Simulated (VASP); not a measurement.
Runs of VASP 6.6.1 on HfN. The structure is that of space group P6_3/mmc (No. 194), or close to it. The cells are those of the table. 

```csv
cell,gap on the mesh (eV),pressure (GPa)
"a = 3.071, b = 3.071, c = 5.334 Å, angles 90.0, 90.0, 120.0°, 4 atoms",none,17.3
"a = 3.020, b = 3.020, c = 5.245 Å, angles 90.0, 90.0, 120.0°, 4 atoms",none,(a)
"a = 2.976, b = 2.976, c = 5.173 Å, angles 90.0, 90.0, 120.0°, 4 atoms",none,57.3
"a = 3.137, b = 3.137, c = 5.448 Å, angles 90.0, 90.0, 120.0°, 4 atoms",none,-2.6
```

Alike in all rows: task single point; level r2SCAN; potentials or basis VASP PAW PBE potentials, release 64 (Hf_pv, N); no spin polarisation; k mesh 6 × 6 × 3; cutoff (eV) 520; smearing methfessel-paxton 0.05 eV.

Problem. Estimate the missing entries.

Solution. (a) 37.3.

Caveats: all runs use coarse meshes; the PAW data sets were made with another functional, which shifts forces and pressure a little; spin-orbit coupling is left out, which moves the levels of the heavy elements.

A k mesh can miss the band edges, and the runs leave out spin-orbit coupling on Hf.

A gap of «none» marks levels without a gap at the run's occupations.
